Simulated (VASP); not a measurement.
Ti, 2 atoms in the cell. It takes space group P6_3/mmc (No. 194, hexagonal). Conventional cell: a = 2.931 Å, b = 2.931 Å, c = 4.655 Å, α = 90.00°, β = 90.00°, γ = 120.00°. Within 3.8 Å of Ti (site symmetry -6m2) lie 12 Ti at 2.88 to 2.93 Å. 

```yaml
Program: VASP 6.6.1
Task: single point
Functional: PBE
Potentials_or_basis: VASP PAW PBE potentials, release 64 (Ti_sv)
Cutoff: 520 eV
k_mesh: 12 × 12 × 6
Occupations: fermi-dirac, width 0.02 eV
Spin: no spin polarisation
Dipole_correction: no
Further_INCAR_settings: ALGO = Normal; EDIFF = 1e-06; NBANDS = 19
```

Potentials or basis: VASP PAW PBE potentials, release 64 (Ti_sv).

The run is started by

```console
$ cat potpaw_PBE.64/Ti_sv/POTCAR > POTCAR
$ mpirun -np 1 vasp_std > vasp.out
```

Hardware: 1 thread of Intel(R) Xeon(R) 6975P-C (Granite Rapids), with other jobs on the host.

Q: How long does it take, and how much memory?

A: Wall time 20 s on 1 thread of Intel(R) Xeon(R) 6975P-C (Granite Rapids), on a shared host, peak memory 0.17 GiB. Counts: scf iterations 14, k points 76.
